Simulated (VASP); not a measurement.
Write the native input for VASP 6.6.1 that does the following.

* Task: single point
* Functional: LDA
* Potentials or basis: VASP PAW LDA potentials, release 64 (K_sv)
* Cutoff: 520 eV
* k mesh: 11 × 11 × 11
* Occupations: fermi-dirac, width 0.05 eV
* Spin: no spin polarisation
* Dipole correction: no
* Further INCAR settings: ALGO = Normal; EDIFF = 1e-06; NBANDS = 10

The structure of K lies in POSCAR:

```
K
1.0
   -2.5165964066      2.5165964066      2.5165964066
    2.5165964066     -2.5165964066      2.5165964066
    2.5165964066      2.5165964066     -2.5165964066
K
1
Direct
    0.0000000000      0.0000000000      0.0000000000
```

One way to write it, as run:

INCAR

```
SYSTEM = K
ALGO     = Normal         ! electronic algorithm
EDIFF    = 1E-6           ! SCF threshold, eV
ENCUT    = 520            ! plane-wave cutoff, eV
GGA      = CA             ! functional
ISIF     = 2              ! what is computed and relaxed
ISMEAR   = -1             ! smearing method
LASPH    = .TRUE.         ! aspherical terms in the spheres
LCHARG   = .FALSE.        ! write CHGCAR
LREAL    = .FALSE.        ! projectors in reciprocal space
LWAVE    = .FALSE.        ! write WAVECAR
NBANDS   = 10             ! bands
NELM     = 80             ! most SCF steps
PREC     = Accurate       ! precision mode
SIGMA    = 0.05           ! smearing width, eV
```

KPOINTS

```
k-points
0
G
  11 11 11
  0 0 0
```

Potentials or basis: VASP PAW LDA potentials, release 64 (K_sv).

The run is started by

```bash
$ cat potpaw_LDA.64/K_sv/POTCAR > POTCAR
$ mpirun -np 1 vasp_std > vasp.out
```

Results of the run:

```
Pressure : 0.0 GPa
```

Wall time 20 s on 1 thread of AMD EPYC 9R45 (Zen 5), with other jobs on the host, peak memory 0.12 GiB.
